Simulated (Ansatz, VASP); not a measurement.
**One calculation of ZnAu, two programs**

```xyz
2
Lattice="3.1328 0.0000 0.0000 0.0000 3.1328 0.0000 0.0000 0.0000 3.1328" Properties=species:S:1:pos:R:3 pbc="T T T"
Zn    1.5664    1.5664    1.5664
Au    0.0000    0.0000    0.0000
```

Alike in both runs: task single point; functional PBE; k mesh 14 × 14 × 14; occupations gaussian, width 0.1 eV; no spin polarisation.

|  | VASP | Ansatz |
| --- | --- | --- |
| version | VASP 6.6.1 | Ansatz 0.2.0 |
| potentials or method | VASP PAW PBE potentials, release 64 (Zn, Au), cutoff 520 eV | scalar-relativistic, plane waves, PAW |
| valence electrons in the cell | 23 | 31 |

Ansatz gave:

| Property | Result |
| --- | --- |
| gap on the k mesh at the Fermi level (eV) | none |
| pressure (GPa) | 6.8 |

Task: Which values does VASP return?

Result: gap on the k mesh at the Fermi level (eV): none; pressure (GPa): 7.0.

A gap of «none» marks a metal or a gap that the smearing closes. The functional is the same, so the differences come from potentials, cutoffs and numerics. VASP's potentials hold 23 valence electrons a cell and Ansatz's 31, so a difference there can come from the potentials and not from the codes.

Neither program's run includes spin-orbit coupling.
